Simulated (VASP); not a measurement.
Crystal: Au.

```
CELL_PARAMETERS angstrom
4.07000 0.00000 0.00000
0.00000 4.07000 0.00000
0.00000 0.00000 4.07000
ATOMIC_POSITIONS crystal
Au 0.00000 0.00000 0.00000
Au 0.00000 0.50000 0.50000
Au 0.50000 0.00000 0.50000
Au 0.50000 0.50000 0.00000
```

| Property | Result |
| --- | --- |
| Program | VASP 6.6.1 |
| Task | relaxation of volume and atoms at fixed shape |
| Functional | r2SCAN |
| Potentials or basis | VASP PAW PBE potentials, release 64 (Au) |
| Cutoff | 600 eV |
| k mesh | 5 × 5 × 5 |
| Occupations | gaussian, width 0.05 eV |
| Spin | no spin polarisation |

At the start: pressure 8.8 GPa; volume 16.85 Å³/atom.

Where does the relaxation end?

Over 3 steps the energy falls by 22.5 meV/atom and the volume is 17.74 Å³/atom (+5.3 %); space group Fm-3m (No. 225, to 0.1 Å) before and after.

The path:
```tsv
step	energy change (eV)	largest force (eV/Å)	pressure (GPa)	volume (Å³)
1	0.0000	0.0000	8.81	67.42
2	0.1081	0.0000	-9.65	76.87
3	-0.0901	0.0000	-0.15	70.97
```

Final structure:
```
Au
1.0
     4.14023    0.00000    0.00000
     0.00000    4.14023    0.00000
     0.00000    0.00000    4.14023
Au
4
Direct
  0.00000 0.00000 0.00000
  0.00000 0.50000 0.50000
  0.50000 0.00000 0.50000
  0.50000 0.50000 0.00000
```

Caveat: the PAW data sets were made with another functional, which shifts forces and pressure a little.
